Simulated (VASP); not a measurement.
# Be2C (Fm-3m) in VASP: further runs

Be2C is run at these levels: PBEsol; tasks: elastic constants.

All numbers are computed with VASP 6.6.1; they aren't measurements. Logs are shortened: lines on timing, memory, paths and dates and some standing lists are left out, and cuts for length are marked.

## (1) The cell of the first run

It takes space group Fm-3m (No. 225, cubic). Conventional cell: a = 4.218 Å, b = 4.218 Å, c = 4.218 Å, α = 90.00°, β = 90.00°, γ = 90.00°. Within 2.4 Å of Be (site symmetry -43m) lie 4 C at 1.83 Å and 6 Be at 2.11 Å. C (site symmetry m-3m) has 8 Be at 1.83 Å within 2.4 Å.

## (2) Elastic constants, PBEsol

INCAR

```
ALGO     = Normal         # electronic algorithm
EDIFF    = 1E-8           # SCF threshold, eV
ENCUT    = 600            # plane-wave cutoff, eV
GGA      = PS             # functional
GGA_COMPAT= False        
IBRION   = 6              # ionic algorithm
ISIF     = 3              # what is computed and relaxed
ISMEAR   = 0              # smearing method
LASPH    = True           # aspherical terms in the spheres
LCHARG   = False          # write CHGCAR
LREAL    = False          # projectors in reciprocal space
LWAVE    = False          # write WAVECAR
NELM     = 120            # most SCF steps
NFREE    = 2            
NSW      = 1              # ionic steps
POTIM    = 0.015          # step
PREC     = Accurate       # precision mode
SIGMA    = 0.01           # smearing width, eV
```

KPOINTS

```
k-points
0
Gamma
  8 8 8
```

POSCAR

```
Be2C
1.0
    0.0000000000      2.1090475238      2.1090475238
    2.1090475238      0.0000000000      2.1090475238
    2.1090475238      2.1090475238      0.0000000000
Be C
2 1
Direct
    0.2500000000      0.2500000000      0.2500000000
    0.7500000000      0.7500000000      0.7500000000
    0.0000000000      0.0000000000      0.0000000000
```

Potentials or basis: VASP PAW PBE potentials, release 64 (Be, C).

Run with:

```console
> cat potpaw_PBE.64/Be/POTCAR potpaw_PBE.64/C/POTCAR > POTCAR
> mpirun -np 1 vasp_std > vasp.out
```

OUTCAR:

```text
EDIFF = 1E-8
   ENCUT = 600
   GGA = PS
   IBRION = 6
   ISIF = 3
   ISMEAR = 0
   LASPH = True
   LREAL = False
   NELM = 120
   NFREE = 2
   NSW = 1
   POTIM = 0.015
   PREC = Accurate

 ion  position               nearest neighbor table
   1  0.250  0.250  0.250-   3 1.83   3 1.83   3 1.83   3 1.83   2 2.11   2 2.11   2 2.11   2 2.11
                             2 2.11   2 2.11
   2  0.750  0.750  0.750-   3 1.83   3 1.83   3 1.83   3 1.83   1 2.11   1 2.11   1 2.11   1 2.11
                             1 2.11   1 2.11
   3  0.000  0.000  0.000-   2 1.83   2 1.83   2 1.83   1 1.83   2 1.83   1 1.83   1 1.83   1 1.83

  LATTYP: Found a face centered cubic cell.
 ALAT       =     4.2180950476

  Lattice vectors:

 A1 = (   0.0000000000,   2.1090475238,   2.1090475238)
 A2 = (   2.1090475238,   0.0000000000,   2.1090475238)
 A3 = (   2.1090475238,   2.1090475238,   0.0000000000)

Analysis of symmetry for initial positions (statically):
=====================================================================
 Subroutine PRICEL returns:
 Original cell was already a primitive cell.

 Routine SETGRP: Setting up the symmetry group for a
 face centered cubic supercell.

 Subroutine GETGRP returns: Found 48 space group operations
 (whereof 48 operations were pure point group operations)
 out of a pool of 48 trial point group operations.

The static configuration has the point symmetry O_h .

Analysis of symmetry for dynamics (positions and initial velocities):
=====================================================================
 Subroutine PRICEL returns:
 Original cell was already a primitive cell.

 Routine SETGRP: Setting up the symmetry group for a
 face centered cubic supercell.

 Subroutine GETGRP returns: Found 48 space group operations
 (whereof 48 operations were pure point group operations)
 out of a pool of 48 trial point group operations.

The dynamic configuration has the point symmetry O_h .

 Subroutine INISYM returns: Found 48 space group operations
 (whereof 48 operations are pure point group operations),
 and found     1 'primitive' translations

----------------------------------------------------------------------------------------

                                     Primitive cell

  volume of cell :      18.7624

  direct lattice vectors                    reciprocal lattice vectors
     0.000000000  2.109047524  2.109047524    -0.237073842  0.237073842  0.237073842
     2.109047524  0.000000000  2.109047524     0.237073842 -0.237073842  0.237073842
     2.109047524  2.109047524  0.000000000     0.237073842  0.237073842 -0.237073842

  length of vectors
     2.982643612  2.982643612  2.982643612     0.410623940  0.410623940  0.410623940

  position of ions in fractional coordinates (direct lattice)
     0.250000000  0.250000000  0.250000000
     0.750000000  0.750000000  0.750000000
     0.000000000  0.000000000  0.000000000

  ion indices of the primitive-cell ions
   primitive index   ion index
                 1           1
                 2           2
                 3           3

----------------------------------------------------------------------------------------

 KPOINTS: k-points

Automatic generation of k-mesh.
 Grid dimensions read from file:
 generate k-points for:    8    8    8

 Generating k-lattice:

  Cartesian coordinates                     Fractional coordinates (reciprocal lattice)
    -0.029634230  0.029634230  0.029634230     0.125000000  0.000000000  0.000000000
     0.029634230 -0.029634230  0.029634230     0.000000000  0.125000000  0.000000000
     0.029634230  0.029634230 -0.029634230     0.000000000  0.000000000  0.125000000

  Length of vectors
     0.051327992  0.051327992  0.051327992

  Shift w.r.t. Gamma in fractional coordinates (k-lattice)
     0.000000000  0.000000000  0.000000000

 Subroutine IBZKPT returns following result:
 ===========================================
[... 74 lines left out ...]
   LHFCALC =     F    Hartree Fock is set to
   AEXX    =    0.0000 exact exchange contribution
   IVDW    =     0    specifies the selected vdW correction
   LEPSILON=     F    determine dielectric tensor
   LRPA    =     F    only Hartree local field effects (RPA)
 finite differences with symmetry
 non-spin polarized calculation
 Gauss-broadening in eV      SIGMA  =   0.01
  energy-cutoff  :      600.00
  volume of cell :       18.76
 maximum number of plane-waves:       638
   NGX = 11   NGY = 11   NGZ = 11

--------------------------------------- Ionic step        1  -------------------------------------------

 number of electron       7.9999999 magnetization

 Free energy of the ion-electron system (eV)
  ---------------------------------------------------
  ext. energy  EPLUGINS =         0.00000000
  ---------------------------------------------------
  free energy    TOTEN  =       -18.34989219 eV

  energy without entropy =      -18.34989219  energy(sigma->0) =      -18.34989219

------------------------ aborting loop because EDIFF is reached ----------------------------------------

  FORCE on cell =-STRESS in cart. coord.  units (eV):
  Direction    XX          YY          ZZ          XY          YZ          ZX
  --------------------------------------------------------------------------------------
  -------------------------------------------------------------------------------------
  Total        1.8383866      1.8383866      1.8383866      0.0000000      0.0000000      0.0000000
  in kB      156.9850651    156.9850651    156.9850651      0.0000000      0.0000000      0.0000000
  external PRESSURE =     156.9850651 kB  Pullay stress =       0.0000000 kB
[... 92 lines left out ...]
  FREE ENERGIE OF THE ION-ELECTRON SYSTEM (eV)
  ---------------------------------------------------
  free  energy   TOTEN  =       -18.3133896205 eV

  energy  without entropy=      -18.3133896205  energy(sigma->0) =      -18.31338962

[... ionic steps 4 to 14 ...]

--------------------------------------- Ionic step       15  -------------------------------------------

 number of electron       7.9999999 magnetization

------------------------ aborting loop because EDIFF is reached ----------------------------------------
[... 69 lines left out ...]
--------------------------------------- Ionic step       17  -------------------------------------------

 number of electron       8.0000000 magnetization

 Free energy of the ion-electron system (eV)
  ---------------------------------------------------
  ext. energy  EPLUGINS =         0.00000000
  ---------------------------------------------------
  free energy    TOTEN  =       -18.34828988 eV

  energy without entropy =      -18.34828988  energy(sigma->0) =      -18.34828988

 E-fermi :   8.5136     XC(G=0): -11.8206

 val. band max:        8.4749770953   @ k =   0.0000   0.0000   0.0000
 cond. band min:       9.5648538304   @ k =   0.5000   0.5000   0.0000
 fundamental gap:      1.0898767350
 Fermi energy:         8.5135589158

 k-point     1 :       0.0000    0.0000    0.0000
  band No.  band energies     occupation
      1      -7.1414      2.00000
      2       8.4701      2.00000
      3       8.4701      2.00000
      4       8.4750      2.00000
      5      12.6990      0.00000
      6      12.7032      0.00000
      7      12.7032      0.00000
      8      16.0569      0.00000
[... 243 lines left out ...]
 k-point    24 :      -0.3750    0.2500    0.1250
  band No.  band energies     occupation
      1      -3.5859      2.00000
      2      -0.0858      2.00000
      3       4.1259      2.00000
      4       4.8262      2.00000
      5      13.7724      0.00000
      6      15.4637      0.00000
      7      18.9779      0.00000
      8      19.6428      0.00000

 [... further k-points ...]

------------------------ aborting loop because EDIFF is reached ----------------------------------------

  FORCE on cell =-STRESS in cart. coord.  units (eV):
  Direction    XX          YY          ZZ          XY          YZ          ZX
  --------------------------------------------------------------------------------------
  -------------------------------------------------------------------------------------
  Total        1.8419417      1.8425733      1.8425733     -0.0000000     -0.0000000      0.0000000
  in kB      157.2886453    157.3425791    157.3425791     -0.0000000     -0.0000000      0.0000000
  external PRESSURE =     157.3246012 kB  Pullay stress =       0.0000000 kB
[... 18 lines left out ...]
  FREE ENERGIE OF THE ION-ELECTRON SYSTEM (eV)
  ---------------------------------------------------
  free  energy   TOTEN  =       -18.3482898790 eV

  energy  without entropy=      -18.3482898790  energy(sigma->0) =      -18.34828988

 INTERNAL STRAIN TENSORS FROM STRAINED CELLS
 ============================================

 INTERNAL STRAIN TENSOR FOR ION    1 for displacements in x,y,z  (eV/Angst):
          X           Y           Z          XY          YZ          ZX
  --------------------------------------------------------------------------------
  x    -0.00000     0.00000     0.00000     0.00000     0.03293    -0.00000
  y    -0.00000     0.00000     0.00000    -0.00000     0.00000     0.03305
  z    -0.00000     0.00000     0.00000     0.03281     0.00000     0.00000

 INTERNAL STRAIN TENSORS FROM DISPLACED ATOMS
 ============================================

 INTERNAL STRAIN TENSOR FOR ION    1 for displacements in x,y,z  (eV/Angst):
          X           Y           Z          XY          YZ          ZX
  --------------------------------------------------------------------------------
  x    -0.00000     0.00000     0.00000     0.00000     0.02735     0.00000
  y    -0.00000    -0.00000    -0.00000     0.00000     0.00000     0.02735
  z     0.00000     0.00000    -0.00000     0.02735     0.00000     0.00000

 INTERNAL STRAIN TENSOR FOR ION    3 for displacements in x,y,z  (eV/Angst):
          X           Y           Z          XY          YZ          ZX
  --------------------------------------------------------------------------------
  x     0.00000     0.00000     0.00000     0.00000     0.00000     0.00000
  y     0.00000     0.00000     0.00000     0.00000     0.00000     0.00000
  z     0.00000     0.00000     0.00000     0.00000     0.00000     0.00000

 Eigenvectors and eigenvalues of the dynamical matrix
 ----------------------------------------------------

   1 f  =   22.996437 THz   144.490873 2PiTHz  767.078557 cm-1    95.105577 meV
             X         Y         Z           dx          dy          dz
      1.054524  1.054524  1.054524    -0.244735    0.234076   -0.620736
      3.163571  3.163571  3.163571     0.244735   -0.234076    0.620736
      0.000000  0.000000  0.000000    -0.000000    0.000000    0.000000
[... 43 lines left out ...]
   9 f/i=    0.000093 THz     0.000582 2PiTHz    0.003091 cm-1     0.000383 meV
             X         Y         Z           dx          dy          dz
      1.054524  1.054524  1.054524     0.011314   -0.140214   -0.529412
      3.163571  3.163571  3.163571     0.011314   -0.140214   -0.529412
      0.000000  0.000000  0.000000     0.013061   -0.161861   -0.611146

--------------------------------------------------------------------------------------------------------

 ELASTIC MODULI CONTR FROM IONIC RELAXATION (kBar)
 Direction    XX          YY          ZZ          XY          YZ          ZX
 --------------------------------------------------------------------------------
 XX          -0.0000     -0.0000      0.0000     -0.0000      0.0000      0.0000
 YY          -0.0000     -0.0000     -0.0000      0.0000     -0.0000      0.0000
 ZZ           0.0000     -0.0000     -0.0000      0.0000     -0.0000      0.0000
 XY          -0.0000      0.0000      0.0000     -0.0066      0.0000     -0.0000
 YZ           0.0000     -0.0000     -0.0000      0.0000     -0.0066      0.0000
 ZX           0.0000      0.0000      0.0000     -0.0000      0.0000     -0.0066
 --------------------------------------------------------------------------------

 TOTAL ELASTIC MODULI (kBar)
 Direction    XX          YY          ZZ          XY          YZ          ZX
 --------------------------------------------------------------------------------
 XX        6503.0679    380.9134    380.9134      0.0000     -0.0000     -0.0000
 YY         380.9134   6503.0679    380.9134      0.0000      0.0000      0.0000
 ZZ         380.9134    380.9134   6503.0679     -0.0000     -0.0000      0.0000
 XY           0.0000      0.0000     -0.0000   2558.5961      0.0000     -0.0000
 YZ          -0.0000      0.0000     -0.0000      0.0000   2558.5961      0.0000
 ZX          -0.0000      0.0000      0.0000     -0.0000      0.0000   2558.5961
 --------------------------------------------------------------------------------
```

Run time: 3.7 min. Hardware: 1 thread of AMD EPYC 7R43 (Zen 3), shared host; peak memory 0.15 GiB.

What came out:

```
Elastic constants C11, C12, C44 : 650, 38, 256 GPa
Voigt bulk modulus              : 242 GPa
Highest phonon frequency at Γ   : 767 cm⁻¹
```

Phonon frequencies in cm⁻¹ (negative: imaginary):
```
              q point                    frequencies
(0.000, 0.000, 0.000)  0 0 0 733 733 733 767 767 767
```

Elastic tensor in Voigt notation (GPa, in the Cartesian axes of the cell as first typed):
```
650  38  38   0   0   0
 38 650  38   0   0   0
 38  38 650   0   0   0
  0   0   0 256   0   0
  0   0   0   0 256   0
  0   0   0   0   0 256
```

Clamped-ion elastic tensor (GPa):
```
650  38  38   0   0   0
 38 650  38   0   0   0
 38  38 650   0   0   0
  0   0   0 256   0   0
  0   0   0   0 256   0
  0   0   0   0   0 256
```

Caveat: the cell is under stress, which shifts elastic constants; the PAW data sets were made with another functional, which shifts forces and pressure a little.

(Continued in part 2 of 2.)
